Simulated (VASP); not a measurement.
# AlN (a) (F-43m) in VASP: notebook, part 2 of 2

VASP 6.6.1. The steps go on from the part before.

### 3 Single point, PBE

INCAR reads:

```
PREC = Accurate
ENCUT = 600
EDIFF = 1E-6
ISMEAR = 0
SIGMA = 0.02
LREAL = False
LASPH = True
NELM = 120
ALGO = Normal
ISIF = 2
LWAVE = False
LCHARG = False
GGA = PE
NBANDS = 11
GGA_COMPAT = False
```

KPOINTS reads:

```
regular mesh
0
Gamma
  10 10 10
```

POSCAR reads:

```
AlN
1.0
    0.0000000000      2.2015870953      2.2015870953
    2.2015870953      0.0000000000      2.2015870953
    2.2015870953      2.2015870953      0.0000000000
Al N
1 1
Direct
    0.0000000000      0.0000000000      0.0000000000
    0.2500000000      0.2500000000      0.2500000000
```

Potentials or basis: VASP PAW PBE potentials, release 64 (Al, N).

Started as:

```
$ cat potpaw_PBE.64/Al/POTCAR potpaw_PBE.64/N/POTCAR > POTCAR
$ mpirun -np 1 vasp_std > vasp.out
```

OUTCAR:

```text
PREC = Accurate
   ENCUT = 600
   EDIFF = 1E-6
   ISMEAR = 0
   LREAL = False
   LASPH = True
   NELM = 120
   ISIF = 2
   GGA = PE

 ion  position               nearest neighbor table
   1  0.000  0.000  0.000-   2 1.91   2 1.91   2 1.91   2 1.91
   2  0.250  0.250  0.250-   1 1.91   1 1.91   1 1.91   1 1.91

  LATTYP: Found a face centered cubic cell.
 ALAT       =     4.4031741906

  Lattice vectors:

 A1 = (   0.0000000000,   2.2015870953,   2.2015870953)
 A2 = (   2.2015870953,   0.0000000000,   2.2015870953)
 A3 = (   2.2015870953,   2.2015870953,   0.0000000000)

Analysis of symmetry for initial positions (statically):
=====================================================================
 Subroutine PRICEL returns:
 Original cell was already a primitive cell.

 Routine SETGRP: Setting up the symmetry group for a
 face centered cubic supercell.

 Subroutine GETGRP returns: Found 24 space group operations
 (whereof 24 operations were pure point group operations)
 out of a pool of 48 trial point group operations.

The static configuration has the point symmetry T_d .

Analysis of symmetry for dynamics (positions and initial velocities):
=====================================================================
 Subroutine PRICEL returns:
 Original cell was already a primitive cell.

 Routine SETGRP: Setting up the symmetry group for a
 face centered cubic supercell.

 Subroutine GETGRP returns: Found 24 space group operations
 (whereof 24 operations were pure point group operations)
 out of a pool of 48 trial point group operations.

The dynamic configuration has the point symmetry T_d .

 Subroutine INISYM returns: Found 24 space group operations
 (whereof 24 operations are pure point group operations),
 and found     1 'primitive' translations

----------------------------------------------------------------------------------------

                                     Primitive cell

  volume of cell :      21.3421

  direct lattice vectors                    reciprocal lattice vectors
     0.000000000  2.201587095  2.201587095    -0.227108889  0.227108889  0.227108889
     2.201587095  0.000000000  2.201587095     0.227108889 -0.227108889  0.227108889
     2.201587095  2.201587095  0.000000000     0.227108889  0.227108889 -0.227108889

  length of vectors
     3.113514329  3.113514329  3.113514329     0.393364135  0.393364135  0.393364135

  position of ions in fractional coordinates (direct lattice)
     0.000000000  0.000000000  0.000000000
     0.250000000  0.250000000  0.250000000

  ion indices of the primitive-cell ions
   primitive index   ion index
                 1           1
                 2           2

----------------------------------------------------------------------------------------

 KPOINTS: regular mesh

Automatic generation of k-mesh.
 Grid dimensions read from file:
 generate k-points for:   10   10   10

 Generating k-lattice:

  Cartesian coordinates                     Fractional coordinates (reciprocal lattice)
    -0.022710889  0.022710889  0.022710889     0.100000000  0.000000000  0.000000000
     0.022710889 -0.022710889  0.022710889     0.000000000  0.100000000  0.000000000
     0.022710889  0.022710889 -0.022710889     0.000000000  0.000000000  0.100000000

  Length of vectors
     0.039336414  0.039336414  0.039336414

  Shift w.r.t. Gamma in fractional coordinates (k-lattice)
     0.000000000  0.000000000  0.000000000

 Subroutine IBZKPT returns following result:
 ===========================================

 Found     47 irreducible k-points:

 Following reciprocal coordinates:
            Coordinates               Weight
  0.000000  0.000000  0.000000      1.000000
  0.100000  0.000000  0.000000      8.000000
  0.200000  0.000000  0.000000      8.000000
  0.300000  0.000000  0.000000      8.000000
  0.400000  0.000000  0.000000      8.000000
  0.500000  0.000000  0.000000      4.000000
[... 16 lines left out ...]
  0.300000  0.300000  0.000000      6.000000
  0.400000  0.300000  0.000000     24.000000
 [... further k-points ...]
   k-points           NKPTS =     47   k-points in BZ     NKDIM =     47   number of bands    NBANDS=     11
   number of dos      NEDOS =    301   number of ions     NIONS =      2
   total plane-waves  NPLWV =  21952
   dimension x,y,z NGX =    28 NGY =   28 NGZ =   28
   dimension x,y,z NGXF=    56 NGYF=   56 NGZF=   56
   ions per type =               1   1
   NGX,Y,Z   is equivalent  to a cutoff of  14.95, 14.95, 14.95 a.u.
   NGXF,Y,Z  is equivalent  to a cutoff of  29.90, 29.90, 29.90 a.u.
 SYSTEM =  unknown system
   PREC   = accura    normal or accurate (medium, high low for compatibility)
   ISTART =      0    job   : 0-new  1-cont  2-samecut
   ICHARG =      2    charge: 1-file 2-atom 10-const
   ISPIN  =      1    spin polarized calculation?
   LNONCOLLINEAR =      F non collinear calculations
   LSORBIT =      F    spin-orbit coupling
   LASPH  =      T    aspherical Exc in radial PAW
   ENCUT  =  600.0 eV  44.10 Ry    6.64 a.u.   6.22  6.22  6.22*2*pi/ulx,y,z
   NELM   =    120;   NELMIN=  2; NELMDL= -5     # of ELM steps
   EDIFF  = 0.1E-05   stopping-criterion for ELM
   LREAL  =      F    real-space projection
   EDIFFG = 0.1E-04   stopping-criterion for IOM
   NSW    =      0    number of steps for IOM
   IBRION =     -1    ionic relax: 0-MD 1-quasi-New 2-CG
   NFREE  =      0    steps in history (QN), initial steepest desc. (CG)
   ISIF   =      2    stress and relaxation
   ISYM   =      2    0-nonsym 1-usesym 2-fastsym
   POTIM  = 0.5000    time-step for ionic-motion
   TEBEG  =    0.0;   TEEND  =   0.0 temperature during run
   PSTRESS=    0.0 pullay stress
   NELECT =       8.0000    total number of electrons
   NUPDOWN=      -1.0000    fix difference up-down
   EMIN   =  10.00;   EMAX   =-10.00  energy-range for DOS
   EFERMI =   0.00;   METHOD = LEGACY
   ISMEAR =     0;   SIGMA  =   0.02  broadening in eV -4-tet -1-fermi 0-gaus
   EFERMI_NEDOS =   21; number of points for ismear=-14 and -15
   IALGO  =     38    algorithm
   IMIX   =      4    mixing-type and parameters
     AMIX     =   0.40;   BMIX     =  1.00
     AMIX_MAG =   1.60;   BMIX_MAG =  1.00
  volume/ion in A,a.u.               =      10.67        72.01
  Fermi-wavevector in a.u.,A,eV,Ry     =   1.180390  2.230614 18.957286  1.393321
  Thomas-Fermi vector in A             =   2.316684
   LORBIT       =      0    0 simple, 1 ext, 2 COOP (PROOUT), +10 PAW based schemes
   GGA     = PE    functional components
   LHFCALC =     F    Hartree Fock is set to
   AEXX    =    0.0000 exact exchange contribution
   IVDW    =     0    specifies the selected vdW correction
   LEPSILON=     F    determine dielectric tensor
   LRPA    =     F    only Hartree local field effects (RPA)
 non-spin polarized calculation
 Gauss-broadening in eV      SIGMA  =   0.02
  energy-cutoff  :      600.00
  volume of cell :       21.34
 maximum number of plane-waves:       728
 NGX is ok and might be reduce to    28
   NGX = 13   NGY = 13   NGZ = 13

 number of electron       8.0000000 magnetization

 Free energy of the ion-electron system (eV)
  ---------------------------------------------------
  ext. energy  EPLUGINS =         0.00000000
  ---------------------------------------------------
  free energy    TOTEN  =       -14.84892104 eV

  energy without entropy =      -14.84892104  energy(sigma->0) =      -14.84892104

 E-fermi :   5.9284     XC(G=0): -10.8293

 val. band max:        5.7449334479   @ k =   0.0000   0.0000   0.0000
 cond. band min:       9.0500395017   @ k =   0.5000   0.5000   0.0000
 fundamental gap:      3.3051060538
 Fermi energy:         5.9284378565

 k-point     1 :       0.0000    0.0000    0.0000
  band No.  band energies     occupation
      1      -9.0983      2.00000
      2       5.7449      2.00000
      3       5.7449      2.00000
      4       5.7449      2.00000
      5       9.7294      0.00000
      6      18.0686      0.00000
      7      18.0686      0.00000
      8      18.0686      0.00000
      9      23.2414      0.00000
     10      23.2414      0.00000
     11      24.5968      0.00000
[... 309 lines left out ...]
 k-point    24 :       0.4000    0.3000    0.0000
  band No.  band energies     occupation
      1      -7.1563      2.00000
      2       1.6448      2.00000
      3       4.0691      2.00000
      4       4.3621      2.00000
      5      10.6069      0.00000
      6      15.1170      0.00000
      7      17.7151      0.00000
      8      20.0698      0.00000
      9      20.5613      0.00000
     10      26.7825      0.00000
     11      28.8936      0.00000

 [... further k-points ...]
[... 5 lines left out ...]
  --------------------------------------------------------------------------------------
  -------------------------------------------------------------------------------------
  Total       -0.0544894     -0.0544894     -0.0544894      0.0000000      0.0000000      0.0000000
  in kB       -4.0905824     -4.0905824     -4.0905824      0.0000000      0.0000000      0.0000000
  external PRESSURE =      -4.0905824 kB  Pullay stress =       0.0000000 kB

 VOLUME and BASIS-vectors are now :
 -----------------------------------------------------------------------------
  energy-cutoff  :      600.00
  volume of cell :       21.34
      direct lattice vectors                 reciprocal lattice vectors
     0.000000000  2.201587095  2.201587095    -0.227108889  0.227108889  0.227108889
     2.201587095  0.000000000  2.201587095     0.227108889 -0.227108889  0.227108889
     2.201587095  2.201587095  0.000000000     0.227108889  0.227108889 -0.227108889

 POSITION                                       TOTAL-FORCE (eV/Angst)
 -----------------------------------------------------------------------------------
      0.00000      0.00000      0.00000         0.000000      0.000000      0.000000
      1.10079      1.10079      1.10079        -0.000000     -0.000000     -0.000000
 -----------------------------------------------------------------------------------
    total drift:                                0.000000      0.000000      0.000000

  FREE ENERGIE OF THE ION-ELECTRON SYSTEM (eV)
  ---------------------------------------------------
  free  energy   TOTEN  =       -14.8489210391 eV

  energy  without entropy=      -14.8489210391  energy(sigma->0) =      -14.84892104
```

OSZICAR:

```text
N       E                     dE             d eps       ncg     rms          rms(c)
DAV:   1     0.164269553985E+02    0.16427E+02   -0.40490E+03  1034   0.673E+02
DAV:   2    -0.158535634603E+02   -0.32281E+02   -0.29917E+02  1261   0.155E+02
DAV:   3    -0.171769859078E+02   -0.13234E+01   -0.13202E+01  1291   0.296E+01
DAV:   4    -0.171847916432E+02   -0.78057E-02   -0.78050E-02  1181   0.243E+00
DAV:   5    -0.171848874855E+02   -0.95842E-04   -0.95841E-04  1259   0.267E-01    0.850E+00
DAV:   6    -0.148572103020E+02    0.23277E+01   -0.11957E+01  1274   0.180E+01    0.278E+00
DAV:   7    -0.148554464705E+02    0.17638E-02   -0.16175E-01  1157   0.316E+00    0.201E+00
DAV:   8    -0.148504205620E+02    0.50259E-02   -0.29773E-02  1130   0.173E+00    0.595E-01
DAV:   9    -0.148488747234E+02    0.15458E-02   -0.42087E-03  1267   0.414E-01    0.234E-01
DAV:  10    -0.148489123116E+02   -0.37588E-04   -0.53765E-04  1130   0.152E-01    0.194E-02
DAV:  11    -0.148489211486E+02   -0.88371E-05   -0.17939E-05  1214   0.296E-02    0.163E-02
DAV:  12    -0.148489210391E+02    0.10951E-06   -0.66728E-07   739   0.654E-03
   1 F= -.14848921E+02 E0= -.14848921E+02  d E =-.930063E-41
```

Run time: 37 s. Hardware: 1 thread of Intel Xeon 8259CL, shared host; peak memory 0.15 GiB.

Results:

| Quantity | Value |
| --- | --- |
| Free energy | -14.8489 eV |
| Pressure | -0.4 GPa |
| Band gap on the k mesh | 3.31 eV, indirect (least direct gap 3.98 eV) |

Levels at points of the mesh, in eV from the valence-band top:
```csv
k point,band 1,band 2,band 3,band 4,band 5,band 6,band 7,band 8
"(0.00, 0.00, 0.00)",-14.84,0.00,0.00,0.00,3.98,12.32,12.32,12.32
"(0.50, 0.00, 0.00)",-12.87,-5.75,-0.48,-0.48,7.16,9.70,11.00,11.00
"(0.50, 0.50, 0.00)",-12.25,-4.83,-1.75,-1.75,3.31,8.47,13.64,15.44
```

A k mesh can miss the band edges.
